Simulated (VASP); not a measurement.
# Ga2O (Cmmm) in VASP: further runs

Runs on Ga2O. Level: PBE. Tasks: single point, relaxation of cell and atoms.

Everything below comes from runs of VASP 6.6.1. Logs are shortened: lines on timing, memory, paths and dates and some standing lists are left out, and cuts for length are marked.

### 1 The cell of the first run

Symmetry: Cmmm, No. 65, orthorhombic system. The conventional cell has a = 4.603 Å, b = 5.434 Å, c = 3.559 Å, α = 90.00°, β = 90.00°, γ = 90.00°. Within 3.0 Å of Ga (site symmetry mmm) lie 4 Ga at 2.30 to 2.72 Å and 4 O at 2.91 Å. Ga (site symmetry mmm) has 2 O at 1.78 Å and 2 Ga at 2.30 Å within 2.4 Å. O (site symmetry mmm) has 2 Ga at 1.78 Å within 2.4 Å.

The cell was built from a structure type or drawn by symmetry, and may not be a known phase.

### 2 Single point, PBE

Contents of INCAR:

```
SYSTEM = Ga2O
PREC = Accurate ; ENCUT = 520
EDIFF = 1E-7 ; ISMEAR = 0
SIGMA = 0.1 ; LREAL = .FALSE.
LASPH = .TRUE. ; NELM = 80
ALGO = Normal ; ISIF = 2
LWAVE = .FALSE. ; LCHARG = .FALSE.
GGA = PE ; NBANDS = 23
```

Contents of KPOINTS:

```
regular mesh
0
G
  6 6 6
  0 0 0
```

Contents of POSCAR:

```
Ga2O
1.0
    2.3014781800     -2.7167558700      0.0000000000
    2.3014781800      2.7167558700      0.0000000000
    0.0000000000      0.0000000000      3.5593342900
Ga O
2 1
Direct
    0.0000000000      0.0000000000      0.0000000000
    0.5000000000      0.5000000000      0.0000000000
    0.5000000000      0.5000000000      0.5000000000
```

Potentials or basis: VASP PAW PBE potentials, release 64 (Ga_d, O).

On the command line:

```
> cat potpaw_PBE.64/Ga_d/POTCAR potpaw_PBE.64/O/POTCAR > POTCAR
> mpirun -np 1 vasp_std > vasp.out
```

OUTCAR:

```text
SYSTEM = Ga2O
   PREC = Accurate
   ENCUT = 520
   EDIFF = 1E-7
   ISMEAR = 0
   LREAL = .FALSE.
   LASPH = .TRUE.
   NELM = 80
   ISIF = 2
   GGA = PE

 ion  position               nearest neighbor table
   1  0.000  0.000  0.000-   2 2.30   2 2.30   2 2.72   2 2.72
   2  0.500  0.500  0.000-   3 1.78   3 1.78   1 2.30   1 2.30   1 2.72   1 2.72
   3  0.500  0.500  0.500-   2 1.78   2 1.78

  LATTYP: Found a base centered orthorhombic cell.
 ALAT       =     4.6029563600
 B/A-ratio  =     1.1804395512
 C/A-ratio  =     0.7732713525

  Lattice vectors:

 A1 = (   2.3014781800,  -2.7167558700,   0.0000000000)
 A2 = (   2.3014781800,   2.7167558700,   0.0000000000)
 A3 = (   0.0000000000,   0.0000000000,   3.5593342900)

Analysis of symmetry for initial positions (statically):
=====================================================================
 Subroutine PRICEL returns:
 Original cell was already a primitive cell.

 Routine SETGRP: Setting up the symmetry group for a
 base centered orthorhombic supercell.

 Subroutine GETGRP returns: Found  8 space group operations
 (whereof  8 operations were pure point group operations)
 out of a pool of  8 trial point group operations.

The static configuration has the point symmetry D_2h.

Analysis of symmetry for dynamics (positions and initial velocities):
=====================================================================
 Subroutine PRICEL returns:
 Original cell was already a primitive cell.

 Routine SETGRP: Setting up the symmetry group for a
 base centered orthorhombic supercell.

 Subroutine GETGRP returns: Found  8 space group operations
 (whereof  8 operations were pure point group operations)
 out of a pool of  8 trial point group operations.

The dynamic configuration has the point symmetry D_2h.

 Subroutine INISYM returns: Found  8 space group operations
 (whereof  8 operations are pure point group operations),
 and found     1 'primitive' translations

----------------------------------------------------------------------------------------

                                     Primitive cell

  volume of cell :      44.5099

  direct lattice vectors                    reciprocal lattice vectors
     2.301478180 -2.716755870  0.000000000     0.217251680 -0.184043037  0.000000000
     2.301478180  2.716755870  0.000000000     0.217251680  0.184043037  0.000000000
     0.000000000  0.000000000  3.559334290     0.000000000  0.000000000  0.280951414

  length of vectors
     3.560556736  3.560556736  3.559334290     0.284728171  0.284728171  0.280951414

  position of ions in fractional coordinates (direct lattice)
     0.000000000  0.000000000  0.000000000
     0.500000000  0.500000000  0.000000000
     0.500000000  0.500000000  0.500000000

  ion indices of the primitive-cell ions
   primitive index   ion index
                 1           1
                 2           2
                 3           3

----------------------------------------------------------------------------------------

 KPOINTS: regular mesh

Automatic generation of k-mesh.
 Grid dimensions read from file:
 generate k-points for:    6    6    6

 Generating k-lattice:

  Cartesian coordinates                     Fractional coordinates (reciprocal lattice)
     0.036208613 -0.030673839  0.000000000     0.166666667 -0.000000000  0.000000000
     0.036208613  0.030673839  0.000000000    -0.000000000  0.166666667  0.000000000
     0.000000000  0.000000000  0.046825236     0.000000000  0.000000000  0.166666667

  Length of vectors
     0.047454695  0.047454695  0.046825236

  Shift w.r.t. Gamma in fractional coordinates (k-lattice)
     0.000000000  0.000000000  0.000000000

 Subroutine IBZKPT returns following result:
 ===========================================

 Found     52 irreducible k-points:

 Following reciprocal coordinates:
            Coordinates               Weight
  0.000000  0.000000  0.000000      1.000000
  0.166667 -0.000000  0.000000      4.000000
  0.333333 -0.000000  0.000000      4.000000
  0.500000 -0.000000  0.000000      2.000000
  0.166667  0.166667  0.000000      2.000000
  0.333333  0.166667  0.000000      4.000000
[... 16 lines left out ...]
  0.333333  0.333333  0.166667      4.000000
  0.500000  0.333333  0.166667      8.000000
 [... further k-points ...]
   k-points           NKPTS =     52   k-points in BZ     NKDIM =     52   number of bands    NBANDS=     23
   number of dos      NEDOS =    301   number of ions     NIONS =      3
   total plane-waves  NPLWV =  21952
   dimension x,y,z NGX =    28 NGY =   28 NGZ =   28
   dimension x,y,z NGXF=    56 NGYF=   56 NGZF=   56
   ions per type =               2   1
   NGX,Y,Z   is equivalent  to a cutoff of  13.07, 13.07, 13.08 a.u.
   NGXF,Y,Z  is equivalent  to a cutoff of  26.15, 26.15, 26.16 a.u.
 SYSTEM =  Ga2O
   PREC   = accura    normal or accurate (medium, high low for compatibility)
   ISTART =      0    job   : 0-new  1-cont  2-samecut
   ICHARG =      2    charge: 1-file 2-atom 10-const
   ISPIN  =      1    spin polarized calculation?
   LNONCOLLINEAR =      F non collinear calculations
   LSORBIT =      F    spin-orbit coupling
   LASPH  =      T    aspherical Exc in radial PAW
   ENCUT  =  520.0 eV  38.22 Ry    6.18 a.u.   6.62  6.62  6.62*2*pi/ulx,y,z
   NELM   =     80;   NELMIN=  2; NELMDL= -5     # of ELM steps
   EDIFF  = 0.1E-06   stopping-criterion for ELM
   LREAL  =      F    real-space projection
   EDIFFG = 0.1E-05   stopping-criterion for IOM
   NSW    =      0    number of steps for IOM
   IBRION =     -1    ionic relax: 0-MD 1-quasi-New 2-CG
   NFREE  =      0    steps in history (QN), initial steepest desc. (CG)
   ISIF   =      2    stress and relaxation
   ISYM   =      2    0-nonsym 1-usesym 2-fastsym
   POTIM  = 0.5000    time-step for ionic-motion
   TEBEG  =    0.0;   TEEND  =   0.0 temperature during run
   PSTRESS=    0.0 pullay stress
   NELECT =      32.0000    total number of electrons
   NUPDOWN=      -1.0000    fix difference up-down
   EMIN   =  10.00;   EMAX   =-10.00  energy-range for DOS
   EFERMI =   0.00;   METHOD = LEGACY
   ISMEAR =     0;   SIGMA  =   0.10  broadening in eV -4-tet -1-fermi 0-gaus
   EFERMI_NEDOS =   21; number of points for ismear=-14 and -15
   IALGO  =     38    algorithm
   IMIX   =      4    mixing-type and parameters
     AMIX     =   0.40;   BMIX     =  1.00
     AMIX_MAG =   1.60;   BMIX_MAG =  1.00
  volume/ion in A,a.u.               =      14.84       100.12
  Fermi-wavevector in a.u.,A,eV,Ry     =   1.466581  2.771436 29.264227  2.150860
  Thomas-Fermi vector in A             =   2.582301
   LORBIT       =      0    0 simple, 1 ext, 2 COOP (PROOUT), +10 PAW based schemes
   GGA     = PE    functional components
   LHFCALC =     F    Hartree Fock is set to
   AEXX    =    0.0000 exact exchange contribution
   IVDW    =     0    specifies the selected vdW correction
   LEPSILON=     F    determine dielectric tensor
   LRPA    =     F    only Hartree local field effects (RPA)
 non-spin polarized calculation
 Gauss-broadening in eV      SIGMA  =   0.10
  energy-cutoff  :      520.00
  volume of cell :       44.51
 maximum number of plane-waves:      1218
 NGX is ok and might be reduce to    28
   NGX = 13   NGY = 13   NGZ = 13

 number of electron      32.0000028 magnetization

 Free energy of the ion-electron system (eV)
  ---------------------------------------------------
  ext. energy  EPLUGINS =         0.00000000
  ---------------------------------------------------
  free energy    TOTEN  =       -10.79260853 eV

  energy without entropy =      -10.78791988  energy(sigma->0) =      -10.79026421

 E-fermi :   5.1454     XC(G=0): -10.8429

 val. band max:        5.1126731965   @ k =   0.1667  -0.0000   0.5000
 cond. band min:       5.1521483953   @ k =  -0.3333   0.3333   0.1667
 fundamental gap:      0.0394751988
 Fermi energy:         5.1454488152

 k-point     1 :       0.0000    0.0000    0.0000
  band No.  band energies     occupation
      1     -14.8726      2.00000
      2     -10.7102      2.00000
      3     -10.3503      2.00000
      4     -10.2012      2.00000
      5     -10.1856      2.00000
      6     -10.0306      2.00000
[... 15 lines left out ...]
     22      14.9693      0.00000
     23      18.1253      0.00000

 k-point     2 :       0.1667   -0.0000    0.0000
  band No.  band energies     occupation
      1     -14.8461      2.00000
      2     -10.6238      2.00000
      3     -10.2934      2.00000
      4     -10.1772      2.00000
      5     -10.1650      2.00000
      6     -10.0323      2.00000
[... 15 lines left out ...]
     22      15.9192      0.00000
     23      18.2909      0.00000

 k-point     3 :       0.3333   -0.0000    0.0000
  band No.  band energies     occupation
      1     -14.7926      2.00000
      2     -10.3949      2.00000
      3     -10.1572      2.00000
      4     -10.1216      2.00000
      5     -10.1134      2.00000
      6     -10.0348      2.00000
[... 15 lines left out ...]
     22      16.1065      0.00000
     23      16.7173      0.00000

 k-point     4 :       0.5000   -0.0000    0.0000
  band No.  band energies     occupation
      1     -14.7657      2.00000
      2     -10.1989      2.00000
      3     -10.0891      2.00000
      4     -10.0884      2.00000
      5     -10.0342      2.00000
      6     -10.0089      2.00000
[... 15 lines left out ...]
     22      16.1569      0.00000
     23      16.8281      0.00000

 k-point     5 :       0.1667    0.1667    0.0000
  band No.  band energies     occupation
      1     -14.8162      2.00000
      2     -10.4175      2.00000
      3     -10.1996      2.00000
      4     -10.1718      2.00000
      5     -10.1157      2.00000
      6     -10.0405      2.00000
[... 15 lines left out ...]
     22      15.5490      0.00000
     23      16.8470      0.00000

 k-point     6 :       0.3333    0.1667    0.0000
  band No.  band energies     occupation
      1     -14.7683      2.00000
      2     -10.1994      2.00000
      3     -10.1575      2.00000
      4     -10.0872      2.00000
      5     -10.0488      2.00000
      6     -10.0476      2.00000
[... 15 lines left out ...]
     22      16.4227      0.00000
     23      17.0940      0.00000

 k-point     7 :       0.5000    0.1667    0.0000
  band No.  band energies     occupation
      1     -14.7505      2.00000
      2     -10.3640      2.00000
      3     -10.1316      2.00000
      4     -10.1005      2.00000
      5     -10.0480      2.00000
      6     -10.0338      2.00000
[... 353 lines left out ...]
     22      17.0361      0.00000
     23      17.4075      0.00000

 k-point    21 :      -0.3333    0.1667    0.1667
  band No.  band energies     occupation
      1     -14.5807      2.00000
      2     -10.5972      2.00000
      3     -10.2043      2.00000
      4     -10.1826      2.00000
      5     -10.0823      2.00000
      6     -10.0458      2.00000
[... 15 lines left out ...]
     22      16.1692      0.00000
     23      17.5290      0.00000

 k-point    22 :      -0.1667    0.1667    0.1667
  band No.  band energies     occupation
      1     -14.6270      2.00000
      2     -10.6954      2.00000
      3     -10.2827      2.00000
      4     -10.2238      2.00000
      5     -10.1213      2.00000
      6     -10.0366      2.00000
[... 15 lines left out ...]
     22      17.1597      0.00000
     23      17.2828      0.00000

 k-point    23 :       0.3333    0.3333    0.1667
  band No.  band energies     occupation
      1     -14.5336      2.00000
      2     -10.3503      2.00000
      3     -10.1462      2.00000
      4     -10.1274      2.00000
      5     -10.0746      2.00000
      6     -10.0022      2.00000
[... 15 lines left out ...]
     22      17.1269      0.00000
     23      18.3891      0.00000

 k-point    24 :       0.5000    0.3333    0.1667
  band No.  band energies     occupation
      1     -14.5200      2.00000
      2     -10.5737      2.00000
      3     -10.2179      2.00000
      4     -10.1025      2.00000
      5     -10.0799      2.00000
      6     -10.0668      2.00000
[... 15 lines left out ...]
     22      17.3335      0.00000
     23      18.6494      0.00000

 [... further k-points ...]

------------------------ aborting loop because EDIFF is reached ----------------------------------------

  FORCE on cell =-STRESS in cart. coord.  units (eV):
  Direction    XX          YY          ZZ          XY          YZ          ZX
  --------------------------------------------------------------------------------------
  -------------------------------------------------------------------------------------
  Total        9.9404712      1.4053185      9.3675287     -0.0000000      0.0000000      0.0000000
  in kB      357.8172741     50.5858534    337.1936334     -0.0000000      0.0000000      0.0000000
  external PRESSURE =     248.5322536 kB  Pullay stress =       0.0000000 kB

 VOLUME and BASIS-vectors are now :
 -----------------------------------------------------------------------------
  energy-cutoff  :      520.00
  volume of cell :       44.51
      direct lattice vectors                 reciprocal lattice vectors
     2.301478180 -2.716755870  0.000000000     0.217251680 -0.184043037  0.000000000
     2.301478180  2.716755870  0.000000000     0.217251680  0.184043037  0.000000000
     0.000000000  0.000000000  3.559334290     0.000000000  0.000000000  0.280951414

 POSITION                                       TOTAL-FORCE (eV/Angst)
 -----------------------------------------------------------------------------------
      0.00000      0.00000      0.00000         0.000000      0.000000      0.000000
      2.30148      0.00000      0.00000        -0.000000     -0.000000      0.000000
      2.30148      0.00000      1.77967        -0.000000      0.000000      0.000000
 -----------------------------------------------------------------------------------
    total drift:                                0.000000      0.000000     -0.000000

  FREE ENERGIE OF THE ION-ELECTRON SYSTEM (eV)
  ---------------------------------------------------
  free  energy   TOTEN  =       -10.7926085295 eV

  energy  without entropy=      -10.7879198840  energy(sigma->0) =      -10.79026421
```

Wall time 63 s (1 thread of Intel Xeon 8259CL, shared host); peak memory 0.18 GiB.

Results:

- Free energy: -10.7926 eV
- Pressure: 24.9 GPa
- Band gap on the k mesh: zero (bands 16 and 17 overlap by 4.96 eV)

Stress tensor (GPa, compression positive):
```
35.78  0.00  0.00
 0.00  5.06  0.00
 0.00  0.00 33.72
```

Caveat: the cell stands under pressure.

### 3 Relaxation of cell and atoms, PBE

Contents of INCAR:

```
  PREC = Accurate
  ENCUT = 600
  EDIFF = 1E-7
  ISMEAR = 0
  SIGMA = 0.1
  LREAL = False
  LASPH = True
  NELM = 60
  ALGO = Normal
  ISIF = 3
  LWAVE = False
  LCHARG = False
  GGA = PE
  IBRION = 2
  NSW = 90
  EDIFFG = -0.04
```

Contents of KPOINTS:

```
regular mesh
0
Gamma
  6 6 6
```

POSCAR is that of step 2.

Potentials or basis: VASP PAW PBE potentials, release 64 (Ga_d, O).

On the command line:

```
> cat potpaw_PBE.64/Ga_d/POTCAR potpaw_PBE.64/O/POTCAR > POTCAR
> mpirun -np 1 vasp_std > vasp.out
```

Run time: 8 min. Hardware: 1 thread of Intel Xeon 8259CL, shared host; peak memory 0.2 GiB.

The run converged. Its results:

```
Free energy                           : -11.7009 eV
Relaxed volume                        : 18.82 Å³/atom
Relaxed cell                          : a = 3.860 Å, b = 3.860 Å, c = 3.789 Å, α = 90.00°, β = 90.00°, γ = 90.45°
Space group after relaxing (to 0.1 Å) : P4/mmm (No. 123)
Energy gained by relaxing             : 302.0 meV/atom
Ionic steps                           : 8
Pressure after relaxing               : -0.1 GPa
Band gap on the k mesh                : zero (bands 16 and 17 overlap by 4.09 eV)
```

Stress tensor (GPa, compression positive):
```
-0.04  0.00  0.00
 0.00 -0.26  0.00
 0.00  0.00  0.00
```

Step by step:
```csv
step,energy change (eV),largest force (eV/Å),pressure (GPa),volume (Å³)
1,0.0000,0.0000,24.74,44.51
2,-0.6539,0.0000,-5.58,60.66
3,-0.8084,0.0000,-0.03,54.28
4,-0.8870,0.0000,0.86,54.81
5,-0.8938,0.0000,1.47,55.01
6,-0.9056,0.0000,-0.09,56.52
7,-0.9057,0.0000,-0.17,56.60
8,-0.9060,0.0000,-0.10,56.46
```

Final structure:
```
Ga O
1.0
     2.71887   -2.74015    0.00000
     2.71887    2.74015    0.00000
     0.00000    0.00000    3.78923
Ga O
2 1
Direct
  0.00000 0.00000 0.00000
  0.50000 0.50000 0.00000
  0.50000 0.50000 0.50000
```

Levels at points of the mesh, in eV from the Fermi level:
```tsv
k point	band 13	band 14	band 15	band 16	band 17	band 18	band 19	band 20
(0.00, 0.00, 0.00)	-5.49	-3.21	-3.18	1.37	2.12	2.17	3.96	5.19
(0.50, 0.00, 0.00)	-5.35	-4.24	-2.86	-1.92	3.30	4.12	5.28	5.31
(0.50, 0.50, 0.00)	-4.80	-4.64	-4.64	-1.70	0.05	0.07	5.09	9.75
(0.00, 0.00, 0.50)	-3.05	-2.34	-2.34	-0.46	1.01	1.11	4.95	6.42
(0.50, 0.00, 0.50)	-5.80	-3.38	-2.27	0.16	1.73	3.96	3.99	5.11
(0.50, 0.50, 0.50)	-3.90	-2.86	-2.86	-2.21	-2.20	1.03	3.03	7.76
```

Caveat: the volume moved by over 15 % at a fixed basis, so the end points are rough.

### 4 Single point, PBE, collinear spin, ferromagnetic start

Contents of INCAR:

```
ALGO = Normal
EDIFF = 1E-6
ENCUT = 520
GGA = PE
ISIF = 2
ISMEAR = 0
ISPIN = 2
LASPH = T
LCHARG = F
LORBIT = 11
LREAL = F
LWAVE = F
MAGMOM = 0 0 1
NBANDS = 27
NELM = 150
PREC = Accurate
SIGMA = 0.1
```

Contents of KPOINTS:

```
k-points
0
Gamma
  6 6 6
```

POSCAR is that of step 3.

On the command line:

```
> cat potpaw_PBE.64/Ga_d/POTCAR potpaw_PBE.64/O/POTCAR > POTCAR
> mpirun -np 1 vasp_std > vasp.out
```

Run time: 2 min. Hardware: 1 thread of Intel Xeon 8259CL, shared host; peak memory 0.23 GiB.

It converged, with:

```
Free energy                                           : -10.7926 eV
Pressure                                              : 24.8 GPa
Band gap on the k mesh                                : zero (filled and empty bands overlap)
Net moment                                            : 0.00 μB per cell
Valence electrons inside the program's atomic spheres : Ga 11.70, 12.03; O 5.03
```

Stress tensor (GPa, compression positive):
```
35.70  0.00  0.00
 0.00  5.00  0.00
 0.00  0.00 33.64
```

Levels at points of the mesh, in eV from the Fermi level:
Spin up:
```
           k point  band 14  band 15  band 16  band 17  band 18  band 19
(0.00, 0.00, 0.00)    -4.38    -3.64     2.20     3.11     3.31     4.45
(0.50, 0.00, 0.00)    -4.37    -3.63    -1.93     3.34     4.51     5.41
(0.50, 0.50, 0.00)    -5.80    -4.94    -0.28    -0.14     0.22     5.96
(0.00, 0.00, 0.50)    -2.76    -2.49    -0.81     0.22     2.54     7.10
(0.50, 0.00, 0.50)    -4.44    -2.82     0.40     2.23     3.99     4.69
(0.50, 0.50, 0.50)    -3.58    -3.24    -3.04    -2.76     0.87     4.51
```
Spin down:
```tsv
k point	band 14	band 15	band 16	band 17	band 18	band 19
(0.00, 0.00, 0.00)	-4.38	-3.64	2.20	3.11	3.31	4.45
(0.50, 0.00, 0.00)	-4.37	-3.63	-1.93	3.34	4.51	5.41
(0.50, 0.50, 0.00)	-5.80	-4.94	-0.28	-0.14	0.22	5.96
(0.00, 0.00, 0.50)	-2.76	-2.49	-0.81	0.22	2.54	7.10
(0.50, 0.00, 0.50)	-4.44	-2.82	0.40	2.23	3.99	4.69
(0.50, 0.50, 0.50)	-3.58	-3.24	-3.04	-2.76	0.87	4.51
```

Caveat: the cell stands under pressure.

### 5 Overview

| task | spin | cell | cutoff (eV) | gap on the mesh (eV) | pressure (GPa) |
| --- | --- | --- | --- | --- | --- |
| single point | off | as given | 520 | none | 24.9 |
| relaxation of cell and atoms | off | relaxed | 600 | none | -0.1 |
| single point | collinear, ferromagnetic start | as given | 520 | none | 24.8 |

Alike in all rows: level PBE; potentials or basis VASP PAW PBE potentials, release 64 (Ga_d, O); k mesh 6 × 6 × 6; smearing gaussian 0.1 eV.

Caveats: the cell stands under pressure (at least some runs); the volume moved by over 15 % at a fixed basis, so the end points are rough (at least some runs).

Absolute energies hang on the potentials; compare differences alone.
